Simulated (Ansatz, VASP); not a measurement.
## Two plane-wave programs on SiSb2

```xyz
6
Lattice="3.9663 0.0000 0.0000 0.0000 3.9663 0.0000 0.0000 0.0000 10.6860" Properties=species:S:1:pos:R:3 pbc="T T T"
Si    0.0000    0.0000    0.0000
Si    1.9832    1.9832    5.3430
Sb    0.0000    1.9832    1.7158
Sb    0.0000    1.9832    7.0588
Sb    1.9832    0.0000    3.6272
Sb    1.9832    0.0000    8.9702
```

Alike in both runs: functional PBE; k mesh 10 × 10 × 4; occupations gaussian, width 0.1 eV; no spin polarisation.

Ansatz relaxed the structure, and its values are those at the end. VASP's run is a single point on that final structure, the one shown.

|  | VASP | Ansatz |
| --- | --- | --- |
| version | VASP 6.6.1 | Ansatz 0.2.0 |
| potentials or method | VASP PAW PBE potentials, release 64 (Si, Sb), cutoff 520 eV | scalar-relativistic, plane waves, PAW |
| valence electrons in the cell | 28 | 68 |

|  | VASP | Ansatz | Ansatz less VASP |
| --- | --- | --- | --- |
| gap on the k mesh at the Fermi level (eV) | none | none | - |
| pressure (GPa) | 0.1 | 0.0 | -0.10 |
| rms of the force components (eV/Å) | 0.018 | 0.001 | -0.0165 |

A gap of «none» marks a metal or a gap that the smearing closes. VASP's potentials hold 28 valence electrons a cell and Ansatz's 68, so a difference there can come from the potentials and not from the codes.

Spin-orbit coupling is off throughout.
